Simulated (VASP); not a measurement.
# SiNi (zincblende type) (F-43m) in VASP: a series of runs

SiNi (zincblende type) is run at these levels: PBE; tasks: single point.

All numbers are computed with VASP 6.6.1; they aren't measurements. Logs are shortened: lines on timing, memory, paths and dates and some standing lists are left out, and cuts for length are marked.

**1. The cell of the first run**

Symmetry: F-43m, No. 216, cubic system. The conventional cell has a = 4.249 Å, b = 4.249 Å, c = 4.249 Å, α = 90.00°, β = 90.00°, γ = 90.00°. Ni (site symmetry -43m) has 4 Si at 1.84 Å within 2.4 Å. Si (site symmetry -43m) has 4 Ni at 1.84 Å within 2.4 Å.

**2. Single point, PBE**

Input file INCAR:

```
PREC = Accurate
ENCUT = 520
EDIFF = 1E-7
ISMEAR = -1
SIGMA = 0.1
LREAL = F
LASPH = T
NELM = 80
ALGO = Normal
ISIF = 2
LWAVE = F
LCHARG = T
GGA = PE
LELF = T
LVHAR = T
NBANDS = 14
```

Input file KPOINTS:

```
Automatic mesh
0
Gamma
  15 15 15
```

Input file POSCAR:

```
SiNi
1.0
    0.0000000000      2.1243938500      2.1243938500
    2.1243938500      0.0000000000      2.1243938500
    2.1243938500      2.1243938500      0.0000000000
Ni Si
1 1
Direct
    0.0000000000      0.0000000000      0.0000000000
    0.2500000000      0.2500000000      0.2500000000
```

Potentials or basis: VASP PAW PBE potentials, release 64 (Ni, Si).

Started as:

```console
$ cat potpaw_PBE.64/Ni/POTCAR potpaw_PBE.64/Si/POTCAR > POTCAR
$ mpirun -np 1 vasp_std > vasp.out
```

OUTCAR:

```text
PREC = Accurate
   ENCUT = 520
   EDIFF = 1E-7
   ISMEAR = -1
   LREAL = F
   LASPH = T
   NELM = 80
   ISIF = 2
   GGA = PE

 ion  position               nearest neighbor table
   1  0.000  0.000  0.000-   2 1.84   2 1.84   2 1.84   2 1.84
   2  0.250  0.250  0.250-   1 1.84   1 1.84   1 1.84   1 1.84

  LATTYP: Found a face centered cubic cell.
 ALAT       =     4.2487877000

  Lattice vectors:

 A1 = (   0.0000000000,   2.1243938500,   2.1243938500)
 A2 = (   2.1243938500,   0.0000000000,   2.1243938500)
 A3 = (   2.1243938500,   2.1243938500,   0.0000000000)

Analysis of symmetry for initial positions (statically):
=====================================================================
 Subroutine PRICEL returns:
 Original cell was already a primitive cell.

 Routine SETGRP: Setting up the symmetry group for a
 face centered cubic supercell.

 Subroutine GETGRP returns: Found 24 space group operations
 (whereof 24 operations were pure point group operations)
 out of a pool of 48 trial point group operations.

The static configuration has the point symmetry T_d .

Analysis of symmetry for dynamics (positions and initial velocities):
=====================================================================
 Subroutine PRICEL returns:
 Original cell was already a primitive cell.

 Routine SETGRP: Setting up the symmetry group for a
 face centered cubic supercell.

 Subroutine GETGRP returns: Found 24 space group operations
 (whereof 24 operations were pure point group operations)
 out of a pool of 48 trial point group operations.

The dynamic configuration has the point symmetry T_d .

 Subroutine INISYM returns: Found 24 space group operations
 (whereof 24 operations are pure point group operations),
 and found     1 'primitive' translations

----------------------------------------------------------------------------------------

                                     Primitive cell

  volume of cell :      19.1750

  direct lattice vectors                    reciprocal lattice vectors
     0.000000000  2.124393850  2.124393850    -0.235361254  0.235361254  0.235361254
     2.124393850  0.000000000  2.124393850     0.235361254 -0.235361254  0.235361254
     2.124393850  2.124393850  0.000000000     0.235361254  0.235361254 -0.235361254

  length of vectors
     3.004346594  3.004346594  3.004346594     0.407657650  0.407657650  0.407657650

  position of ions in fractional coordinates (direct lattice)
     0.000000000  0.000000000  0.000000000
     0.250000000  0.250000000  0.250000000

  ion indices of the primitive-cell ions
   primitive index   ion index
                 1           1
                 2           2

----------------------------------------------------------------------------------------

 KPOINTS: Automatic mesh

Automatic generation of k-mesh.
 Grid dimensions read from file:
 generate k-points for:   15   15   15

 Generating k-lattice:

  Cartesian coordinates                     Fractional coordinates (reciprocal lattice)
    -0.015690750  0.015690750  0.015690750     0.066666667  0.000000000  0.000000000
     0.015690750 -0.015690750  0.015690750     0.000000000  0.066666667  0.000000000
     0.015690750  0.015690750 -0.015690750     0.000000000  0.000000000  0.066666667

  Length of vectors
     0.027177177  0.027177177  0.027177177

  Shift w.r.t. Gamma in fractional coordinates (k-lattice)
     0.000000000  0.000000000  0.000000000

 Subroutine IBZKPT returns following result:
 ===========================================

 Found    120 irreducible k-points:

 Following reciprocal coordinates:
            Coordinates               Weight
  0.000000  0.000000  0.000000      1.000000
  0.066667  0.000000  0.000000      8.000000
  0.133333  0.000000  0.000000      8.000000
  0.200000  0.000000  0.000000      8.000000
  0.266667  0.000000  0.000000      8.000000
  0.333333  0.000000  0.000000      8.000000
[... 16 lines left out ...]
  0.133333  0.133333  0.000000      6.000000
  0.200000  0.133333  0.000000     24.000000
 [... further k-points ...]
   k-points           NKPTS =    120   k-points in BZ     NKDIM =    120   number of bands    NBANDS=     14
   number of dos      NEDOS =    301   number of ions     NIONS =      2
   total plane-waves  NPLWV =  13824
   dimension x,y,z NGX =    24 NGY =   24 NGZ =   24
   dimension x,y,z NGXF=    48 NGYF=   48 NGZF=   48
   ions per type =               1   1
   NGX,Y,Z   is equivalent  to a cutoff of  13.28, 13.28, 13.28 a.u.
   NGXF,Y,Z  is equivalent  to a cutoff of  26.56, 26.56, 26.56 a.u.
 SYSTEM =  unknown system
   PREC   = accura    normal or accurate (medium, high low for compatibility)
   ISTART =      0    job   : 0-new  1-cont  2-samecut
   ICHARG =      2    charge: 1-file 2-atom 10-const
   ISPIN  =      1    spin polarized calculation?
   LNONCOLLINEAR =      F non collinear calculations
   LSORBIT =      F    spin-orbit coupling
   LASPH  =      T    aspherical Exc in radial PAW
   ENCUT  =  520.0 eV  38.22 Ry    6.18 a.u.   5.59  5.59  5.59*2*pi/ulx,y,z
   NELM   =     80;   NELMIN=  2; NELMDL= -5     # of ELM steps
   EDIFF  = 0.1E-06   stopping-criterion for ELM
   LREAL  =      F    real-space projection
   EDIFFG = 0.1E-05   stopping-criterion for IOM
   NSW    =      0    number of steps for IOM
   IBRION =     -1    ionic relax: 0-MD 1-quasi-New 2-CG
   NFREE  =      0    steps in history (QN), initial steepest desc. (CG)
   ISIF   =      2    stress and relaxation
   ISYM   =      2    0-nonsym 1-usesym 2-fastsym
   POTIM  = 0.5000    time-step for ionic-motion
   TEBEG  =    0.0;   TEEND  =   0.0 temperature during run
   PSTRESS=    0.0 pullay stress
   NELECT =      14.0000    total number of electrons
   NUPDOWN=      -1.0000    fix difference up-down
   EMIN   =  10.00;   EMAX   =-10.00  energy-range for DOS
   EFERMI =   0.00;   METHOD = LEGACY
   ISMEAR =    -1;   SIGMA  =   0.10  broadening in eV -4-tet -1-fermi 0-gaus
   EFERMI_NEDOS =   21; number of points for ismear=-14 and -15
   IALGO  =     38    algorithm
   IMIX   =      4    mixing-type and parameters
     AMIX     =   0.40;   BMIX     =  1.00
     AMIX_MAG =   1.60;   BMIX_MAG =  1.00
  volume/ion in A,a.u.               =       9.59        64.70
  Fermi-wavevector in a.u.,A,eV,Ry     =   1.474141  2.785723 29.566723  2.173093
  Thomas-Fermi vector in A             =   2.588949
   LORBIT       =      0    0 simple, 1 ext, 2 COOP (PROOUT), +10 PAW based schemes
   GGA     = PE    functional components
   LHFCALC =     F    Hartree Fock is set to
   AEXX    =    0.0000 exact exchange contribution
   IVDW    =     0    specifies the selected vdW correction
   LEPSILON=     F    determine dielectric tensor
   LRPA    =     F    only Hartree local field effects (RPA)
 non-spin polarized calculation
  energy-cutoff  :      520.00
  volume of cell :       19.17
 maximum number of plane-waves:       533
   NGX = 11   NGY = 11   NGZ = 11

 number of electron      14.0000009 magnetization

 Free energy of the ion-electron system (eV)
  ---------------------------------------------------
  ext. energy  EPLUGINS =         0.00000000
  ---------------------------------------------------
  free energy    TOTEN  =        -5.03866903 eV

  energy without entropy =       -5.01735565  energy(sigma->0) =       -5.02801234

 E-fermi :  13.9694     XC(G=0): -13.1881

 val. band max:       13.9364708067   @ k =  -0.3333   0.3333   0.1333
 cond. band min:      14.0121184316   @ k =  -0.4667   0.4667   0.0667
 fundamental gap:      0.0756476249
 Fermi energy:        13.9693848772

 k-point     1 :       0.0000    0.0000    0.0000
  band No.  band energies     occupation
      1      -0.6283      2.00000
      2       8.0288      2.00000
      3       8.0288      2.00000
      4       8.0288      2.00000
      5       9.5114      2.00000
      6       9.5114      2.00000
      7      22.2429      0.00000
      8      22.2429      0.00000
      9      22.2429      0.00000
     10      24.0002      0.00000
     11      24.0002      0.00000
     12      24.0002      0.00000
     13      27.9323      0.00000
     14      30.5575      0.00000

 k-point     2 :       0.0667    0.0000    0.0000
  band No.  band energies     occupation
      1      -0.5177      2.00000
      2       7.9935      2.00000
      3       8.0569      2.00000
      4       8.0569      2.00000
      5       9.4981      2.00000
      6       9.4981      2.00000
      7      20.9264      0.00000
      8      21.9889      0.00000
      9      21.9889      0.00000
     10      24.3068      0.00000
     11      24.3068      0.00000
     12      24.6767      0.00000
     13      28.1469      0.00000
     14      29.8421      0.00000

 k-point     3 :       0.1333    0.0000    0.0000
  band No.  band energies     occupation
      1      -0.1887      2.00000
      2       7.8898      2.00000
      3       8.1301      2.00000
      4       8.1301      2.00000
      5       9.4712      2.00000
      6       9.4712      2.00000
      7      18.8208      0.00000
      8      21.4913      0.00000
      9      21.4913      0.00000
     10      24.8573      0.00000
     11      24.8573      0.00000
     12      25.0481      0.00000
     13      28.4799      0.00000
     14      28.9006      0.00000

 k-point     4 :       0.2000    0.0000    0.0000
  band No.  band energies     occupation
      1       0.3488      2.00000
      2       7.7211      2.00000
      3       8.2158      2.00000
      4       8.2158      2.00000
      5       9.4661      2.00000
      6       9.4661      2.00000
      7      16.6753      0.00000
      8      20.9574      0.00000
      9      20.9574      0.00000
     10      24.8941      0.00000
     11      25.0908      0.00000
     12      25.0908      0.00000
     13      28.6489      0.00000
     14      28.6563      0.00000

 k-point     5 :       0.2667    0.0000    0.0000
  band No.  band energies     occupation
      1       1.0757      2.00000
      2       7.4820      2.00000
      3       8.2708      2.00000
      4       8.2708      2.00000
      5       9.5238      2.00000
      6       9.5238      2.00000
      7      14.6748      0.00173
      8      20.4340      0.00000
      9      20.4340      0.00000
     10      24.5010      0.00000
     11      24.7961      0.00000
[... 276 lines left out ...]
 k-point    22 :      -0.0667    0.0667    0.0000
  band No.  band energies     occupation
      1      -0.3343      2.00000
      2       7.9359      2.00000
      3       8.1002      2.00000
      4       8.1023      2.00000
      5       9.4300      2.00000
      6       9.5283      2.00000
      7      20.1072      0.00000
      8      20.4687      0.00000
      9      22.6447      0.00000
     10      23.7663      0.00000
     11      25.1254      0.00000
     12      25.2318      0.00000
     13      28.0570      0.00000
     14      28.6634      0.00000

 k-point    23 :       0.1333    0.1333    0.0000
  band No.  band energies     occupation
      1      -0.0428      2.00000
      2       7.8315      2.00000
      3       8.1934      2.00000
      4       8.1934      2.00000
      5       9.2491      2.00000
      6       9.6296      2.00000
      7      19.7171      0.00000
      8      19.7171      0.00000
      9      21.4032      0.00000
     10      22.4782      0.00000
     11      25.7048      0.00000
     12      26.6351      0.00000
     13      26.6351      0.00000
     14      30.3455      0.00000

 k-point    24 :       0.2000    0.1333    0.0000
  band No.  band energies     occupation
      1       0.3517      2.00000
      2       7.7157      2.00000
      3       8.2784      2.00000
      4       8.2871      2.00000
      5       9.1434      2.00000
      6       9.6820      2.00000
      7      18.1391      0.00000
      8      19.0285      0.00000
      9      21.3958      0.00000
     10      22.0677      0.00000
     11      24.8699      0.00000
     12      27.2241      0.00000
     13      27.2851      0.00000
     14      30.4338      0.00000

 [... further k-points ...]
[... 5 lines left out ...]
  --------------------------------------------------------------------------------------
  -------------------------------------------------------------------------------------
  Total       22.7598523     22.7598523     22.7598523     -0.0000000     -0.0000000      0.0000000
  in kB     1901.7127601   1901.7127601   1901.7127601     -0.0000000     -0.0000000      0.0000000
  external PRESSURE =    1901.7127601 kB  Pullay stress =       0.0000000 kB

 VOLUME and BASIS-vectors are now :
 -----------------------------------------------------------------------------
  energy-cutoff  :      520.00
  volume of cell :       19.17
      direct lattice vectors                 reciprocal lattice vectors
     0.000000000  2.124393850  2.124393850    -0.235361254  0.235361254  0.235361254
     2.124393850  0.000000000  2.124393850     0.235361254 -0.235361254  0.235361254
     2.124393850  2.124393850  0.000000000     0.235361254  0.235361254 -0.235361254

 POSITION                                       TOTAL-FORCE (eV/Angst)
 -----------------------------------------------------------------------------------
      0.00000      0.00000      0.00000         0.000000      0.000000      0.000000
      1.06220      1.06220      1.06220        -0.000000     -0.000000     -0.000000
 -----------------------------------------------------------------------------------
    total drift:                               -0.000002     -0.000002     -0.000001

  FREE ENERGIE OF THE ION-ELECTRON SYSTEM (eV)
  ---------------------------------------------------
  free  energy   TOTEN  =        -5.0386690306 eV

  energy  without entropy=       -5.0173556521  energy(sigma->0) =       -5.02801234
```

Run time: 61 s. Hardware: 1 thread of AMD EPYC 7R13, shared host; peak memory 0.13 GiB.

What came out:

```
Free energy            : -5.0387 eV
Pressure               : 190.2 GPa
Band gap on the k mesh : zero (band 7 reaches 22.24 eV, above the bottom of band 8 at 12.53 eV)
```

**3. Single point, PBE**

Input file INCAR:

```
SYSTEM = SiNi
ALGO = Normal
EDIFF = 1E-7
ENCUT = 520
GGA = PE
ISIF = 2
ISMEAR = -1
LASPH = .True.
LCHARG = .False.
LREAL = .False.
LWAVE = .False.
NBANDS = 14
NELM = 80
PREC = Accurate
SIGMA = 0.1
```

Input file KPOINTS:

```
k-points
0
Gamma
  15 15 15
  0 0 0
```

Input file POSCAR:

```
SiNi
1.0
    0.0000000000      2.1239675685      2.1239675685
    2.1239675685      0.0000000000      2.1239675685
    2.1239675685      2.1239675685      0.0000000000
Ni Si
1 1
Direct
    0.0000000000      0.0000000000      0.0000000000
    0.2500000000      0.2500000000      0.2500000000
```

Potentials or basis: VASP PAW PBE potentials, release 64 (Ni, Si).

Started as:

```console
$ cat potpaw_PBE.64/Ni/POTCAR potpaw_PBE.64/Si/POTCAR > POTCAR
$ mpirun -np 1 vasp_std > vasp.out
```

Wall time 67 s (1 thread of AMD EPYC 7R13, shared host); peak memory 0.13 GiB.

Results (log left out):

| Quantity | Value |
| --- | --- |
| Free energy | -5.0250 eV |
| Pressure | 190.6 GPa |
| Band gap on the k mesh | zero (band 7 reaches 22.26 eV, above the bottom of band 8 at 12.54 eV) |

Levels at points of the mesh, in eV from the Fermi level:
```csv
k point,band 3,band 4,band 5,band 6,band 7,band 8,band 9,band 10,band 11,band 12
"(0.00, 0.00, 0.00)",-5.94,-5.94,-4.46,-4.46,8.27,8.27,8.27,10.04,10.04,10.04
```

Spin polarisation is off, so any magnetic state and its effect on volume and gap are missing.
